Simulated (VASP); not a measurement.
Wanted: the native input for a VASP 6.6.1 run.

* Task: single point
* Functional: PBE
* Potentials or basis: VASP PAW PBE potentials, release 64 (Hg, Te)
* Cutoff: 520 eV
* k mesh: 12 × 12 × 12
* Occupations: gaussian, width 0.1 eV
* Spin: no spin polarisation
* Dipole correction: no
* Further INCAR settings: ALGO = Normal; EDIFF = 1e-06; NBANDS = 16

The structure of HgTe lies in POSCAR:

```
HgTe
1.0
    0.0000000000      3.1921353450      3.1921353450
    3.1921353450      0.0000000000      3.1921353450
    3.1921353450      3.1921353450      0.0000000000
Hg Te
1 1
Direct
    0.0000000000      0.0000000000      0.0000000000
    0.7500000000      0.7500000000      0.7500000000
```

This cell differs from its parent crystal: strained.

One way to write it, as run:

INCAR

```
  PREC = Accurate
  ENCUT = 520
  EDIFF = 1E-6
  ISMEAR = 0
  SIGMA = 0.1
  LREAL = False
  LASPH = True
  NELM = 60
  ALGO = Normal
  ISIF = 2
  LWAVE = False
  LCHARG = False
  GGA = PE
  NBANDS = 16
```

KPOINTS

```
regular mesh
0
Gamma
  12 12 12
```

Potentials or basis: VASP PAW PBE potentials, release 64 (Hg, Te).

Launch:

```sh
$ cat potpaw_PBE.64/Hg/POTCAR potpaw_PBE.64/Te/POTCAR > POTCAR
$ mpirun -np 1 vasp_std > vasp.out
```

Results of the run:

| Item | Value |
| --- | --- |
| Pressure | 5.8 GPa |
| Band gap on the k mesh | zero (filled and empty bands touch) |

Caveat: the cell differs from its parent crystal (strained); spin-orbit coupling is left out, which moves the levels of the heavy elements.

Wall time 2.3 min on 1 thread of AMD EPYC 7R43 64-Core Processor (Zen 3), on a shared host, peak memory 0.21 GiB.
